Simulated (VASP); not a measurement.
**LiTmH4: single point with PBE**

Crystal: LiTmH4.

```xyz
6
Lattice="4.3359 0.0000 0.0000 -2.1680 3.7550 0.0000 0.0000 0.0000 2.9023" Properties=species:S:1:pos:R:3 pbc="T T T"
Li    0.0000    0.0000    0.0000
Tm    2.1680    1.2517    0.0000
H     0.0000    2.5033    0.0000
H     1.0628    3.1170    1.4511
H    -1.0628    3.1170    1.4511
H     0.0000    1.2761    1.4511
```

| Quantity | Value |
| --- | --- |
| Program | VASP 6.6.1 |
| Task | single point |
| Functional | PBE |
| Potentials or basis | VASP PAW PBE potentials, release 64 (Li_sv, Tm, H) |
| Cutoff | 750 eV |
| k mesh | 3 × 3 × 3 |
| Occupations | gaussian, width 0.15 eV |
| Spin | no spin polarisation |
| Dipole correction | no |
| Further INCAR settings | ALGO = Normal; EDIFF = 1e-06; NBANDS = 24 |

- Pressure: 1.3 GPa
- Largest force: 0.067 eV/Å
- Band gap on the k mesh: zero (band 15 reaches 2.08 eV, above the bottom of band 16 at 2.07 eV)

Forces in eV/Å, atoms in the order of the input:
```
Li   0.000  0.000  0.000
Tm   0.000  0.000  0.000
H    0.000  0.000  0.000
H    0.058  0.033  0.000
H   -0.058  0.033  0.000
H    0.000 -0.067  0.000
```

Stress tensor (GPa, compression positive):
```
1.21 0.00 0.00
0.00 1.21 0.00
0.00 0.00 1.38
```

Levels at points of the mesh, in eV from the Fermi level:
```tsv
k point	band 12	band 13	band 14	band 15	band 16	band 17	band 18	band 19
(0.00, 0.00, 0.00)	-0.21	-0.21	-0.20	-0.15	0.05	2.62	6.45	6.45
```

Wall time 39 s on 1 thread of Intel(R) Xeon(R) Platinum 8488C (Sapphire Rapids) (shared host), peak memory 0.21 GiB.

Caveat: the k points lie up to 0.72 Å⁻¹ apart; spin-orbit coupling is left out, which moves the levels of the heavy elements; without U or exact exchange the open f shell lies at the Fermi level, which spoils levels, moments and volumes. Spin polarisation is off, so any magnetic state and its effect on volume and gap are missing.
